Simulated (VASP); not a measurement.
The system is Pt.

```
CELL_PARAMETERS angstrom
-1.58217 1.58498 1.58466
1.60292 -1.57978 1.60020
1.56748 1.56509 -1.57945
ATOMIC_POSITIONS crystal
Pt 0.00000 0.00000 0.00000
```

Base run:

| Property | Result |
| --- | --- |
| Program | VASP 6.6.1 |
| Functional | PBEsol |
| Potentials or basis | VASP PAW PBE potentials, release 64 (Pt) |
| Cutoff | 520 eV |
| k mesh | 9 × 8 × 9 |
| Occupations | methfessel-paxton, width 0.01 eV |
| Spin | no spin polarisation |

Its results: band gap on the k mesh zero (band 5 reaches 10.80 eV, above the bottom of band 6 at 8.91 eV); pressure -11.4 GPa.

Q: After a change of settings the same cell gave: band gap on the k mesh zero (band 5 reaches 10.79 eV, above the bottom of band 6 at 8.73 eV); pressure -5.6 GPa. Which change was it?
A. occupations from methfessel-paxton, width 0.01 eV to methfessel-paxton, width 0.005 eV; further incar settings from ALGO = Normal; EDIFF = 1e-06; NBANDS = 11 to ALGO = Fast; EDIFF = 1e-06; NBANDS = 11
B. occupations from methfessel-paxton, width 0.01 eV to methfessel-paxton, width 0.025 eV; further incar settings from ALGO = Normal; EDIFF = 1e-06; NBANDS = 11 to ALGO = Fast; EDIFF = 1e-07; NBANDS = 11
C. functional from PBEsol to r2SCAN; occupations from methfessel-paxton, width 0.01 eV to fermi-dirac, width 0.1 eV
D. occupations from methfessel-paxton, width 0.01 eV to methfessel-paxton, width 0.05 eV

A: C.

Caveats: the PAW data sets were made with another functional, which shifts forces and pressure a little; spin-orbit coupling is left out, which moves the levels of the heavy elements.
